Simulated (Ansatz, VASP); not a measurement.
# SiO2: VASP beside Ansatz

Contents of POSCAR:

```
SiO2
1.0
   -2.4719629805      2.4719629805      3.6578437053
    2.4719629805     -2.4719629805      3.6578437053
    2.4719629805      2.4719629805     -3.6578437053
Si O
2 4
Direct
    0.0000000000      0.0000000000      0.0000000000
    0.7500000000      0.2500000000      0.5000000000
    0.9733622718      0.6250000000      0.8483622718
    0.3750000000      0.2233622718      0.3483622718
    0.7766377282      0.1250000000      0.1516377282
    0.8750000000      0.0266377282      0.6516377282
```

Contents of INCAR.step1:

```
SYSTEM = SiO2
ALGO = Normal
EDIFF = 1E-4
ENCUT = 520
GGA = PE
ISMEAR = 0
LASPH = .TRUE.
LCHARG = .FALSE.
LREAL = .FALSE.
LWAVE = .TRUE.
NBANDS = 25
NELM = 60
PREC = Accurate
SIGMA = 0.01
```

The input INCAR.step2:

```
SYSTEM = SiO2
ALGO = Normal
EDIFF = 1E-7
ENCUT = 520
ISIF = 2
ISMEAR = 0
ISTART = 1
LASPH = .TRUE.
LCHARG = .FALSE.
LMIXTAU = .TRUE.
LREAL = .FALSE.
LWAVE = .FALSE.
METAGGA = R2SCAN
NBANDS = 25
NELM = 60
PREC = Accurate
SIGMA = 0.01
```

File KPOINTS:

```
k-points
0
G
  6 6 6
  0 0 0
```

Input for Ansatz:

```yaml
crystal:
  lattice:
    - [-2.4719629805, 2.4719629805, 3.6578437053]
    - [2.4719629805, -2.4719629805, 3.6578437053]
    - [2.4719629805, 2.4719629805, -3.6578437053]
  atoms:
    - { symbol: Si, position: [0.0, 0.0, 0.0] }
    - { symbol: Si, position: [0.75, 0.25, 0.5] }
    - { symbol: O, position: [0.9733622718, 0.625, 0.8483622718] }
    - { symbol: O, position: [0.375, 0.2233622718, 0.3483622718] }
    - { symbol: O, position: [0.7766377282, 0.125, 0.1516377282] }
    - { symbol: O, position: [0.875, 0.0266377282, 0.6516377282] }
kpoints:
  mp_grid: { grid: [6, 6, 6] }
hamiltonian:
  xc: r2scan
scf:
  occupations: { method: fixed }
  n_extra_bands: 5
output:
  forces: true
  stress: true
  eigenvalues: true
```

Alike in both runs: task single point; functional r2SCAN; k mesh 6 × 6 × 6; no spin polarisation.

```csv
,VASP,Ansatz
version,VASP 6.6.1,Ansatz 0.2.0
potentials or method,"VASP PAW PBE potentials, release 64 (Si, O)","plane waves, PAW"
plane-wave cutoff (eV),520,500
occupations,"gaussian, width 0.01 eV",fixed
valence electrons in the cell,32,32
```

|  | VASP | Ansatz | Ansatz less VASP |
| --- | --- | --- | --- |
| gap on the k mesh at the Fermi level (eV) | 6.56 | 6.56 | +0.001 |
| pressure (GPa) | 0.2 | 0.0 | -0.18 |

VASP's potentials were made for PBE, not for r2SCAN.
